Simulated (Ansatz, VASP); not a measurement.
## Two plane-wave programs on Zr2Si3

File INCAR:

```
ALGO     = Normal         # electronic algorithm
EDIFF    = 1E-7           # SCF threshold, eV
EDIFFG   = -0.01          # ionic threshold
ENCUT    = 600            # plane-wave cutoff, eV
GGA      = PE             # functional
IBRION   = 2              # ionic algorithm
ISIF     = 3              # what is computed and relaxed
ISMEAR   = 0              # smearing method
LASPH    = True           # aspherical terms in the spheres
LCHARG   = False          # write CHGCAR
LREAL    = False          # projectors in reciprocal space
LWAVE    = False          # write WAVECAR
NELM     = 100            # most SCF steps
NSW      = 100            # ionic steps
PREC     = Accurate       # precision mode
SIGMA    = 0.1            # smearing width, eV
```

Contents of KPOINTS:

```
k-points
0
Gamma
  8 8 8
```

Contents of POSCAR:

```
Zr2Si3
1.0
    5.2060494141      0.0000000000      0.0000000000
    0.0000000000      5.2060494141      0.0000000000
    0.0000000000      0.0000000000      5.1579858674
Zr Si
2 3
Direct
    0.5000000000      0.5000000000      0.5000000000
    0.5000000000      0.5000000000      0.0000000000
    0.5000000000      0.0000000000      0.0000000000
    0.0000000000      0.5000000000      0.0000000000
    0.0000000000      0.0000000000      0.0000000000
```

Input for Ansatz:

```yaml
crystal:
  lattice:
    - [5.2060494141, 0.0, 0.0]
    - [0.0, 5.2060494141, 0.0]
    - [0.0, 0.0, 5.1579858674]
  atoms:
    - { symbol: Zr, position: [0.5, 0.5, 0.5] }
    - { symbol: Zr, position: [0.5, 0.5, 0.0] }
    - { symbol: Si, position: [0.5, 0.0, 0.0] }
    - { symbol: Si, position: [0.0, 0.5, 0.0] }
    - { symbol: Si, position: [0.0, 0.0, 0.0] }
basis:
  ecutwfc: 420
kpoints:
  mp_grid: { grid: [8, 8, 8] }
hamiltonian:
  xc: pbe
scf:
  occupations: { method: gaussian, width: 0.1 }
output:
  forces: true
  stress: true
  eigenvalues: true
  write_density: true
  write_potential: true
  elf: true
  volumetric_format: npy
relax:
  adjacent_minimum: "off"
  f_tol: 0.01
  max_steps: 80
  cell: { stress_tol: 0.05 }
```

Change from the starting cell: species swapped into the Zr3Cd2 type (Pmmm, No. 47).

Alike in both runs: task relaxation of cell and atoms; functional PBE; k mesh 8 × 8 × 8; occupations gaussian, width 0.1 eV; no spin polarisation.

```csv
,VASP,Ansatz
version,VASP 6.6.1,Ansatz 0.2.0
potentials or method,"VASP PAW PBE potentials, release 64 (Zr_sv, Si), cutoff 600 eV","scalar-relativistic, plane waves, PAW"
valence electrons in the cell,36,36
```

|  | VASP | Ansatz | Ansatz less VASP |
| --- | --- | --- | --- |
| gap on the k mesh at the Fermi level, each at its own relaxed structure (eV) | none | none | - |
| relaxed volume (Å³/atom) | 27.54 | 27.49 | -0.044 |
| relaxed length of the cell vector where the two differ most in proportion (Å) | 5.136 | 5.126 | -0.0099 |

A gap of «none» marks a metal or a gap that the smearing closes.
